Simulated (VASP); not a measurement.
Wanted: the native input for a VASP 6.6.1 run.

| Item | Value |
| --- | --- |
| Task | relaxation of cell and atoms |
| Functional | PBE |
| Potentials or basis | VASP PAW PBE potentials, release 64 (B, W_sv) |
| Cutoff | 600 eV |
| k mesh | 6 × 6 × 6 |
| Occupations | gaussian, width 0.1 eV |
| Spin | no spin polarisation |
| Dipole correction | no |
| Further INCAR settings | ALGO = Normal; EDIFF = 1e-07; IBRION = 2; EDIFFG = -0.04; NSW = 90; ISIF = 3 |

The structure of B5W lies in POSCAR:

```
B5W
1.0
    4.3572795800      0.0000000000      0.0000000000
   -2.1786397900      3.7735148100      0.0000000000
    0.0000000000      0.0000000000      3.5304165000
B W
5 1
Direct
    0.0000000000      0.5000000000      0.5000000000
    0.3333333300      0.6666666700      0.0000000000
    0.6666666700      0.3333333300      0.0000000000
    0.5000000000      0.0000000000      0.5000000000
    0.5000000000      0.5000000000      0.5000000000
    0.0000000000      0.0000000000      0.0000000000
```

The cell was built from a structure type or drawn by symmetry, and may not be a known phase.

These files were run (other wordings do the same):

INCAR

```
ALGO = Normal ; EDIFF = 1E-7
EDIFFG = -0.04 ; ENCUT = 600
GGA = PE ; IBRION = 2
ISIF = 3 ; ISMEAR = 0
LASPH = True ; LCHARG = False
LREAL = False ; LWAVE = False
NELM = 100 ; NSW = 90
PREC = Accurate ; SIGMA = 0.1
```

KPOINTS

```
k-points
0
Gamma
  6 6 6
```

Potentials or basis: VASP PAW PBE potentials, release 64 (B, W_sv).

Command:

```bash
$ cat potpaw_PBE.64/B/POTCAR potpaw_PBE.64/W_sv/POTCAR > POTCAR
$ mpirun -np 1 vasp_std > vasp.out
```

It gave:

The relaxed volume is 7.35 Å³/atom and the relaxed cell is a = 4.131 Å, b = 4.131 Å, c = 2.983 Å, α = 90.00°, β = 90.00°, γ = 120.00°. The space group after relaxing (to 0.1 Å) is P6/mmm (No. 191) and the energy gained by relaxing is 496.3 meV/atom. The ionic steps are 7. The pressure after relaxing is 0.0 GPa and the band gap on the k mesh is zero (an odd number of electrons rules out a gap without spin polarisation).

Caveat: the volume moved by over 15 % at a fixed basis, so the end points are rough; spin-orbit coupling is left out, which moves the levels of the heavy elements.

Run time: 78 s on 1 thread of Intel(R) Xeon(R) 6975P-C (Granite Rapids), on a shared host, peak memory 0.21 GiB.
